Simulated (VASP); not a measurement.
A run of VASP 6.6.1:

The input INCAR:

```
PREC = Accurate ; ENCUT = 520
EDIFF = 1E-6 ; ISMEAR = 0
SIGMA = 0.1 ; LREAL = False
LASPH = True ; NELM = 100
ALGO = Normal ; ISIF = 2
LWAVE = False ; LCHARG = True
LDIPOL = True ; IDIPOL = 3
DIPOL = 0.5 0.5 0.310 ; GGA = PE
IVDW = 12 ; LELF = True
LVHAR = True ; LVACPOTAV = True
NBANDS = 30
```

Contents of KPOINTS:

```
Automatic mesh
0
Gamma
  6 6 1
```

The input POSCAR:

```
Al12H
1.0
    5.6314608525      0.0000000000      0.0000000000
   -2.8157304263      4.8769881587      0.0000000000
    0.0000000000      0.0000000000     21.5684292007
Al H
12 1
Direct
    0.3333333333      0.1666666667      0.1854562501
    0.3333333333      0.6666666667      0.1854562501
    0.8333333333      0.1666666667      0.1854562501
    0.8333333333      0.6666666667      0.1854562501
    0.1666666667      0.3333333333      0.2913950739
    0.1666666667      0.8333333333      0.2913950739
    0.6666666667      0.3333333333      0.2913950739
    0.6666666667      0.8333333333      0.2913950739
    0.0000000000      0.0000000000      0.3972671872
    0.0000000000      0.5000000000      0.3972671872
    0.5000000000      0.0000000000      0.3972671872
    0.5000000000      0.5000000000      0.3972671872
    0.0000000000      0.2500000000      0.5363593748
```

Potentials or basis: VASP PAW PBE potentials, release 64 (Al, H).

Command:

```console
$ cat potpaw_PBE.64/Al/POTCAR potpaw_PBE.64/H/POTCAR > POTCAR
$ mpirun -np 1 vasp_std > vasp.out
```

Hardware: 1 thread of AMD EPYC 7R13 Processor (Zen 3) (shared host).

Q: How long does it take, and how much memory?

A: Run time: 5.7 min on 1 thread of AMD EPYC 7R13 Processor (Zen 3), with other jobs on the host, peak memory 0.64 GiB. Counts: scf iterations 27, k points 13.
